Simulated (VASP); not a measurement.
A run of VASP 6.6.1:

The input INCAR:

```
SYSTEM = LiF
  ALGO = Normal
  EDIFF = 1E-6
  ENCUT = 750
  GGA = PE
  GGA_COMPAT = .False.
  ISIF = 2
  ISMEAR = 0
  LASPH = .True.
  LCHARG = .True.
  LELF = .True.
  LREAL = .False.
  LVHAR = .True.
  LWAVE = .False.
  NBANDS = 12
  NELM = 120
  PREC = Accurate
  SIGMA = 0.01
```

The input KPOINTS:

```
k-points
0
Gamma
  2 2 2
  0 0 0
```

Contents of POSCAR:

```
LiF
1.0
    0.0000000000      2.0050000000      2.0050000000
    2.0050000000      0.0000000000      2.0050000000
    2.0050000000      2.0050000000      0.0000000000
Li F
1 1
Direct
    0.0000000000      0.0000000000      0.0000000000
    0.4900249377      0.5099750623      0.5099750623
```

Potentials or basis: VASP PAW PBE potentials, release 64 (Li_sv, F).

The run is started by

```sh
$ cat potpaw_PBE.64/Li_sv/POTCAR potpaw_PBE.64/F/POTCAR > POTCAR
$ mpirun -np 1 vasp_std > vasp.out
```

Hardware: 1 thread of Intel(R) Xeon(R) Platinum 8259CL CPU @ 2.50GHz (Skylake/Cascade Lake), on a shared host.

How long does it take, and how much memory?

Run time: 4.3 s on 1 thread of Intel(R) Xeon(R) Platinum 8259CL CPU @ 2.50GHz (Skylake/Cascade Lake) (shared host), peak memory 0.14 GiB. Counts: scf iterations 12, k points 4.
